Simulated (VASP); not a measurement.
Set up this calculation in VASP 6.6.1, as the native input.

* Task: single point
* Functional: PBEsol
* Potentials or basis: VASP PAW PBE potentials, release 64 (Ge_d, Sb, Te)
* Cutoff: 520 eV
* k mesh: 6 × 6 × 6
* Occupations: fermi-dirac, width 0.03 eV
* Spin: no spin polarisation
* Dipole correction: no
* Further INCAR settings: ALGO = Normal; EDIFF = 1e-06; NBANDS = 33

The structure of GeSb2Te4 lies in POSCAR:

```
GeSb2Te4
1.0
    1.9277403642      1.1129814182     16.4997353674
   -1.9277403642      1.1129814182     16.4997353674
    0.0000000000     -2.2259628364     16.4997353674
Ge Sb Te
1 2 4
Direct
    0.0000000000      0.0000000000      0.0000000000
    0.7676953457      0.7676953457      0.7676953457
    0.2323046543      0.2323046543      0.2323046543
    0.8596167727      0.8596167727      0.8596167727
    0.7022272305      0.7022272305      0.7022272305
    0.1403832273      0.1403832273      0.1403832273
    0.2977727695      0.2977727695      0.2977727695
```

These files were run (other wordings do the same):

INCAR

```
PREC = Accurate
ENCUT = 520
EDIFF = 1E-6
ISMEAR = -1
SIGMA = 0.03
LREAL = F
LASPH = T
NELM = 80
ALGO = Normal
ISIF = 2
LWAVE = F
LCHARG = F
GGA = PS
NBANDS = 33
```

KPOINTS

```
regular mesh
0
Gamma
  6 6 6
```

Potentials or basis: VASP PAW PBE potentials, release 64 (Ge_d, Sb, Te).

The run is started by

```sh
$ cat potpaw_PBE.64/Ge_d/POTCAR potpaw_PBE.64/Sb/POTCAR potpaw_PBE.64/Te/POTCAR > POTCAR
$ mpirun -np 1 vasp_std > vasp.out
```

It gave:

| Quantity | Value |
| --- | --- |
| Pressure | 0.1 GPa |
| Largest force | 0.045 eV/Å |
| Band gap on the k mesh | zero (bands 24 and 25 overlap by 1.63 eV) |

Caveat: the PAW data sets were made with another functional, which shifts forces and pressure a little; spin-orbit coupling is left out, which moves the levels of the heavy elements.

It took 72 min on 1 thread of Intel(R) Xeon(R) Platinum 8559C (Emerald Rapids), with other jobs on the host, peak memory 3 GiB.
